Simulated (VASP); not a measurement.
# InSe (P6_3/mmc) in VASP: a series of runs

The runs below take InSe through single point, with PBE+D3(BJ).

All numbers are computed with VASP 6.6.1; they aren't measurements. Logs are shortened: lines on timing, memory, paths and dates and some standing lists are left out, and cuts for length are marked.

## (1) The cell of the first run

Symmetry: P6_3/mmc, No. 194, hexagonal system. Conventional cell: a = 4.032 Å, b = 4.032 Å, c = 16.762 Å, α = 90.00°, β = 90.00°, γ = 120.00°. Within 3.5 Å of In (site symmetry 3m) lie 3 Se at 2.66 Å and 1 In at 2.79 Å. Within 3.5 Å of Se (site symmetry 3m) lie 3 In at 2.66 Å.

## (2) Single point, PBE+D3(BJ)

Input file INCAR:

```
SYSTEM = InSe
PREC = Accurate
ENCUT = 520
EDIFF = 1E-6
ISMEAR = 0
SIGMA = 0.03
LREAL = .False.
LASPH = .True.
NELM = 80
ALGO = Normal
ISIF = 2
LWAVE = .False.
LCHARG = .False.
GGA = PE
IVDW = 12
NBANDS = 48
```

Input file KPOINTS:

```
Automatic mesh
0
Gamma
  6 6 2
  0 0 0
```

Input file POSCAR:

```
InSe
1.0
    4.0317714842      0.0000000000      0.0000000000
   -2.0158857421      3.4916165276      0.0000000000
    0.0000000000      0.0000000000     16.7623716544
In Se
4 4
Direct
    0.3333333333      0.6666666667      0.1666581945
    0.6666666667      0.3333333333      0.6666581945
    0.3333333333      0.6666666667      0.3333418055
    0.6666666667      0.3333333333      0.8333418055
    0.3333333333      0.6666666667      0.5898711336
    0.6666666667      0.3333333333      0.0898711336
    0.3333333333      0.6666666667      0.9101288664
    0.6666666667      0.3333333333      0.4101288664
```

Potentials or basis: VASP PAW PBE potentials, release 64 (In_d, Se).

Run with:

```bash
$ cat potpaw_PBE.64/In_d/POTCAR potpaw_PBE.64/Se/POTCAR > POTCAR
$ mpirun -np 1 vasp_std > vasp.out
```

OUTCAR:

```text
SYSTEM = InSe
   PREC = Accurate
   ENCUT = 520
   EDIFF = 1E-6
   ISMEAR = 0
   LREAL = .False.
   LASPH = .True.
   NELM = 80
   ISIF = 2
   GGA = PE
   IVDW = 12
 IVDW          = 12

 ion  position               nearest neighbor table
   1  0.333  0.667  0.167-   6 2.66   6 2.66   6 2.66   3 2.79
   2  0.667  0.333  0.667-   5 2.66   5 2.66   5 2.66   4 2.79
   3  0.333  0.667  0.333-   8 2.66   8 2.66   8 2.66   1 2.79
   4  0.667  0.333  0.833-   7 2.66   7 2.66   7 2.66   2 2.79
   5  0.333  0.667  0.590-   2 2.66   2 2.66   2 2.66
   6  0.667  0.333  0.090-   1 2.66   1 2.66   1 2.66
   7  0.333  0.667  0.910-   4 2.66   4 2.66   4 2.66
   8  0.667  0.333  0.410-   3 2.66   3 2.66   3 2.66

  LATTYP: Found a hexagonal cell.
 ALAT       =     4.0317714842
 C/A-ratio  =     4.1575698722

  Lattice vectors:

 A1 = (   4.0317714842,   0.0000000000,   0.0000000000)
 A2 = (  -2.0158857421,   3.4916165276,   0.0000000000)
 A3 = (   0.0000000000,   0.0000000000,  16.7623716544)

Analysis of symmetry for initial positions (statically):
=====================================================================
 Subroutine PRICEL returns:
 Original cell was already a primitive cell.

 Routine SETGRP: Setting up the symmetry group for a
 hexagonal supercell.

 Subroutine GETGRP returns: Found 24 space group operations
 (whereof 12 operations were pure point group operations)
 out of a pool of 24 trial point group operations.

The static configuration has the point symmetry D_3d.
 The point group associated with its full space group is D_6h.

Analysis of symmetry for dynamics (positions and initial velocities):
=====================================================================
 Subroutine PRICEL returns:
 Original cell was already a primitive cell.

 Routine SETGRP: Setting up the symmetry group for a
 hexagonal supercell.

 Subroutine GETGRP returns: Found 24 space group operations
 (whereof 12 operations were pure point group operations)
 out of a pool of 24 trial point group operations.

The dynamic configuration has the point symmetry D_3d.
 The point group associated with its full space group is D_6h.

 Subroutine INISYM returns: Found 24 space group operations
 (whereof 12 operations are pure point group operations),
 and found     1 'primitive' translations

----------------------------------------------------------------------------------------

                                     Primitive cell

  volume of cell :     235.9706

  direct lattice vectors                    reciprocal lattice vectors
     4.031771484  0.000000000  0.000000000     0.248029930  0.143200147  0.000000000
    -2.015885742  3.491616528  0.000000000     0.000000000  0.286400294  0.000000000
     0.000000000  0.000000000 16.762371654     0.000000000  0.000000000  0.059657429

  length of vectors
     4.031771484  4.031771484 16.762371654     0.286400294  0.286400294  0.059657429

  position of ions in fractional coordinates (direct lattice)
     0.333333333  0.666666667  0.166658195
     0.666666667  0.333333333  0.666658195
     0.333333333  0.666666667  0.333341805
     0.666666667  0.333333333  0.833341805
     0.333333333  0.666666667  0.589871134
     0.666666667  0.333333333  0.089871134
     0.333333333  0.666666667  0.910128866
     0.666666667  0.333333333  0.410128866

  ion indices of the primitive-cell ions
   primitive index   ion index
                 1           1
                 2           2
                 3           3
                 4           4
                 5           5
                 6           6
                 7           7
                 8           8

----------------------------------------------------------------------------------------

 KPOINTS: Automatic mesh

Automatic generation of k-mesh.
 Grid dimensions read from file:
 generate k-points for:    6    6    2

 Generating k-lattice:

  Cartesian coordinates                     Fractional coordinates (reciprocal lattice)
     0.041338322  0.023866691  0.000000000     0.166666667  0.000000000  0.000000000
     0.000000000  0.047733382  0.000000000     0.000000000  0.166666667  0.000000000
     0.000000000  0.000000000  0.029828715     0.000000000  0.000000000  0.500000000

  Length of vectors
     0.047733382  0.047733382  0.029828715

  Shift w.r.t. Gamma in fractional coordinates (k-lattice)
     0.000000000  0.000000000  0.000000000

 Subroutine IBZKPT returns following result:
 ===========================================

 Found     14 irreducible k-points:

 Following reciprocal coordinates:
            Coordinates               Weight
  0.000000  0.000000  0.000000      1.000000
  0.166667 -0.000000  0.000000      6.000000
  0.333333 -0.000000  0.000000      6.000000
  0.500000 -0.000000  0.000000      3.000000
  0.166667  0.166667  0.000000      6.000000
  0.333333  0.166667  0.000000     12.000000
  0.333333  0.333333  0.000000      2.000000
  0.000000  0.000000  0.500000      1.000000
  0.166667 -0.000000  0.500000      6.000000
  0.333333 -0.000000  0.500000      6.000000
  0.500000 -0.000000  0.500000      3.000000
  0.166667  0.166667  0.500000      6.000000
  0.333333  0.166667  0.500000     12.000000
  0.333333  0.333333  0.500000      2.000000
   k-points           NKPTS =     14   k-points in BZ     NKDIM =     14   number of bands    NBANDS=     48
   number of dos      NEDOS =    301   number of ions     NIONS =      8
   total plane-waves  NPLWV = 113400
   dimension x,y,z NGX =    30 NGY =   30 NGZ =  126
   dimension x,y,z NGXF=    60 NGYF=   60 NGZF=  252
   ions per type =               4   4
   NGX,Y,Z   is equivalent  to a cutoff of  12.37, 12.37, 12.50 a.u.
   NGXF,Y,Z  is equivalent  to a cutoff of  24.74, 24.74, 24.99 a.u.
 SYSTEM =  InSe
   PREC   = accura    normal or accurate (medium, high low for compatibility)
   ISTART =      0    job   : 0-new  1-cont  2-samecut
   ICHARG =      2    charge: 1-file 2-atom 10-const
   ISPIN  =      1    spin polarized calculation?
   LNONCOLLINEAR =      F non collinear calculations
   LSORBIT =      F    spin-orbit coupling
   LASPH  =      T    aspherical Exc in radial PAW
   ENCUT  =  520.0 eV  38.22 Ry    6.18 a.u.   7.50  7.50 31.17*2*pi/ulx,y,z
   NELM   =     80;   NELMIN=  2; NELMDL= -5     # of ELM steps
   EDIFF  = 0.1E-05   stopping-criterion for ELM
   LREAL  =      F    real-space projection
   EDIFFG = 0.1E-04   stopping-criterion for IOM
   NSW    =      0    number of steps for IOM
   IBRION =     -1    ionic relax: 0-MD 1-quasi-New 2-CG
   NFREE  =      0    steps in history (QN), initial steepest desc. (CG)
   ISIF   =      2    stress and relaxation
   ISYM   =      2    0-nonsym 1-usesym 2-fastsym
   POTIM  = 0.5000    time-step for ionic-motion
   TEBEG  =    0.0;   TEEND  =   0.0 temperature during run
   PSTRESS=    0.0 pullay stress
   NELECT =      76.0000    total number of electrons
   NUPDOWN=      -1.0000    fix difference up-down
   EMIN   =  10.00;   EMAX   =-10.00  energy-range for DOS
   EFERMI =   0.00;   METHOD = LEGACY
   ISMEAR =     0;   SIGMA  =   0.03  broadening in eV -4-tet -1-fermi 0-gaus
   EFERMI_NEDOS =   21; number of points for ismear=-14 and -15
   IALGO  =     38    algorithm
   IMIX   =      4    mixing-type and parameters
     AMIX     =   0.40;   BMIX     =  1.00
     AMIX_MAG =   1.60;   BMIX_MAG =  1.00
  volume/ion in A,a.u.               =      29.50       199.05
  Fermi-wavevector in a.u.,A,eV,Ry     =   1.122174  2.120601 17.133458  1.259274
  Thomas-Fermi vector in A             =   2.258832
   LORBIT       =      0    0 simple, 1 ext, 2 COOP (PROOUT), +10 PAW based schemes
   GGA     = PE    functional components
   LHFCALC =     F    Hartree Fock is set to
   AEXX    =    0.0000 exact exchange contribution
   IVDW    =    12    specifies the selected vdW correction
   LEPSILON=     F    determine dielectric tensor
   LRPA    =     F    only Hartree local field effects (RPA)
 non-spin polarized calculation
 Gauss-broadening in eV      SIGMA  =   0.03
  energy-cutoff  :      520.00
  volume of cell :      235.97
 maximum number of plane-waves:      6396
 NGX is ok and might be reduce to    30

 number of electron      76.0000013 magnetization

 Free energy of the ion-electron system (eV)
  ---------------------------------------------------
  ext. energy  EPLUGINS =         0.00000000
  ---------------------------------------------------
  free energy    TOTEN  =       -28.30957739 eV

  energy without entropy =      -28.30957739  energy(sigma->0) =      -28.30957739

 E-fermi :   4.1879     XC(G=0):  -8.8740

 val. band max:        4.0158245538   @ k =   0.0000   0.0000   0.0000
 cond. band min:       4.3713447221   @ k =   0.0000   0.0000   0.0000
 fundamental gap:      0.3555201684
 Fermi energy:         4.1879049747

 k-point     1 :       0.0000    0.0000    0.0000
  band No.  band energies     occupation
      1     -10.7726      2.00000
      2     -10.7718      2.00000
      3     -10.5874      2.00000
      4     -10.5874      2.00000
      5     -10.5870      2.00000
      6     -10.5870      2.00000
[... 40 lines left out ...]
     47       9.1008      0.00000
     48       9.4062      0.00000

 k-point     2 :       0.1667   -0.0000    0.0000
  band No.  band energies     occupation
      1     -10.7745      2.00000
      2     -10.7743      2.00000
      3     -10.6692      2.00000
      4     -10.6599      2.00000
      5     -10.6018      2.00000
      6     -10.5914      2.00000
[... 40 lines left out ...]
     47       8.5039      0.00000
     48       8.9116      0.00000

 k-point     3 :       0.3333   -0.0000    0.0000
  band No.  band energies     occupation
      1     -10.8418      2.00000
      2     -10.8347      2.00000
      3     -10.7347      2.00000
      4     -10.7229      2.00000
      5     -10.7174      2.00000
      6     -10.7131      2.00000
[... 550 lines left out ...]
     47       8.5172      0.00000
     48       8.5172      0.00000

 k-point    14 :       0.3333    0.3333    0.5000
  band No.  band energies     occupation
      1     -10.8839      2.00000
      2     -10.8839      2.00000
      3     -10.7896      2.00000
      4     -10.7896      2.00000
      5     -10.7132      2.00000
      6     -10.7132      2.00000
[... 40 lines left out ...]
     47       9.6162      0.00000
     48       9.6162      0.00000

------------------------ aborting loop because EDIFF is reached ----------------------------------------

 Edisp (eV)   -2.37451

 E8    (eV) :    -1.0880

  FORCE on cell =-STRESS in cart. coord.  units (eV):
  Direction    XX          YY          ZZ          XY          YZ          ZX
  --------------------------------------------------------------------------------------
  -------------------------------------------------------------------------------------
  Total       0.11174     0.11174     0.02833     0.00000     0.00000    -0.00000
  in kB       0.75869     0.75869     0.19233     0.00000     0.00000    -0.00000
  external pressure =        0.57 kB  Pullay stress =        0.00 kB

 VOLUME and BASIS-vectors are now :
 -----------------------------------------------------------------------------
  energy-cutoff  :      520.00
  volume of cell :      235.97
      direct lattice vectors                 reciprocal lattice vectors
     4.031771484  0.000000000  0.000000000     0.248029930  0.143200147  0.000000000
    -2.015885742  3.491616528  0.000000000     0.000000000  0.286400294  0.000000000
     0.000000000  0.000000000 16.762371654     0.000000000  0.000000000  0.059657429

 POSITION                                       TOTAL-FORCE (eV/Angst)
 -----------------------------------------------------------------------------------
     -0.00000      2.32774      2.79359         0.000000     -0.000000      0.014319
      2.01589      1.16387     11.17477        -0.000000     -0.000000      0.014319
     -0.00000      2.32774      5.58760         0.000000     -0.000000     -0.014319
      2.01589      1.16387     13.96879        -0.000000     -0.000000     -0.014319
     -0.00000      2.32774      9.88764        -0.000000      0.000000     -0.012001
      2.01589      1.16387      1.50645         0.000000     -0.000000     -0.012001
     -0.00000      2.32774     15.25592        -0.000000      0.000000      0.012001
      2.01589      1.16387      6.87473        -0.000000     -0.000000      0.012001
 -----------------------------------------------------------------------------------
    total drift:                               -0.000000      0.000000     -0.000000

  FREE ENERGIE OF THE ION-ELECTRON SYSTEM (eV)
  ---------------------------------------------------
  free  energy   TOTEN  =       -30.6840825080 eV

  energy  without entropy=      -30.6840825080  energy(sigma->0) =      -30.68408251
```

It took 2.9 min on 1 thread of Intel Xeon Platinum 8259CL at 2.50GHz (Skylake/Cascade Lake), shared host; peak memory 0.39 GiB.

What came out:

```yaml
Free_energy: -30.6841 eV
Pressure: 0.1 GPa
Largest_force: 0.014 eV/Å
Band_gap_on_the_k_mesh: 0.36 eV, direct
Dispersion_energy_per_atom: -0.297 eV
```

Forces on the atoms (eV/Å):
```
In   0.000  0.000  0.014
In   0.000  0.000  0.014
In   0.000  0.000 -0.014
In   0.000  0.000 -0.014
Se   0.000  0.000 -0.012
Se   0.000  0.000 -0.012
Se   0.000  0.000  0.012
Se   0.000  0.000  0.012
```

Caveat: spin-orbit coupling is left out, which moves the levels of the heavy elements.

## (3) Single point, PBE+D3(BJ)

This run uses another cell than the first one: it holds 16 atoms, not 8.

Input file INCAR:

```
SYSTEM = InSe
PREC = Accurate
ENCUT = 520
EDIFF = 1E-6
ISMEAR = 0
SIGMA = 0.03
LREAL = Auto
LASPH = .TRUE.
NELM = 60
ALGO = Normal
ISIF = 2
LWAVE = .FALSE.
LCHARG = .TRUE.
GGA = PE
IVDW = 12
LELF = .TRUE.
LVHAR = .TRUE.
NBANDS = 90
```

Input file KPOINTS:

```
Automatic mesh
0
G
  6 6 1
  0 0 0
```

Input file POSCAR:

```
InSe
1.0
    4.0317714842      0.0000000000      0.0000000000
   -2.0158857421      3.4916165276      0.0000000000
    0.0000000000      0.0000000000     33.5247433087
In Se
8 8
Direct
    0.3333333333      0.6666666667      0.0833290973
    0.3333333333      0.6666666667      0.5833290973
    0.6666666667      0.3333333333      0.3333290973
    0.6666666667      0.3333333333      0.8333290973
    0.3333333333      0.6666666667      0.1666709027
    0.3333333333      0.6666666667      0.6666709027
    0.6666666667      0.3333333333      0.4166709027
    0.6666666667      0.3333333333      0.9166709027
    0.3333333333      0.6666666667      0.2949355668
    0.3333333333      0.6666666667      0.7949355668
    0.6666666667      0.3333333333      0.0449355668
    0.6666666667      0.3333333333      0.5449355668
    0.3333333333      0.6666666667      0.4550644332
    0.3333333333      0.6666666667      0.9550644332
    0.6666666667      0.3333333333      0.2050644332
    0.6666666667      0.3333333333      0.7050644332
```

Potentials or basis: VASP PAW PBE potentials, release 64 (In_d, Se).

Run with:

```bash
$ cat potpaw_PBE.64/In_d/POTCAR potpaw_PBE.64/Se/POTCAR > POTCAR
$ mpirun -np 1 vasp_std > vasp.out
```

It took 6.9 min on 1 thread of Intel Xeon Platinum 8259CL at 2.50GHz (Skylake/Cascade Lake), shared host; peak memory 0.58 GiB.

Results (log left out):

* Free energy: -61.3823 eV
* Pressure: 0.0 GPa
* Largest force: 0.012 eV/Å
* Band gap on the k mesh: 0.36 eV
* Dispersion energy per atom: -0.297 eV

Forces in eV/Å, atoms in the order of the input:
```
In   0.000  0.000  0.001
In   0.000  0.000  0.001
In   0.000  0.000  0.001
In   0.000  0.000  0.001
In   0.000  0.000 -0.001
In   0.000  0.000 -0.001
In   0.000  0.000 -0.001
In   0.000  0.000 -0.001
Se   0.000  0.000 -0.012
Se   0.000  0.000 -0.012
Se   0.000  0.000 -0.012
Se   0.000  0.000 -0.012
Se   0.000  0.000  0.012
Se   0.000  0.000  0.012
Se   0.000  0.000  0.012
Se   0.000  0.000  0.012
```

Levels at points of the mesh, in eV from the valence-band top:
```
           k point  band 72  band 73  band 74  band 75  band 76  band 77  band 78  band 79  band 80  band 81
(0.00, 0.00, 0.00)    -1.09    -1.09    -0.92    -0.92     0.00     0.36     1.22     1.22     1.73     2.12
(0.50, 0.00, 0.00)    -2.05    -1.97    -1.71    -1.71    -1.35     1.11     1.21     1.46     1.46     1.58
```

Caveat: spin-orbit coupling is left out, which moves the levels of the heavy elements.
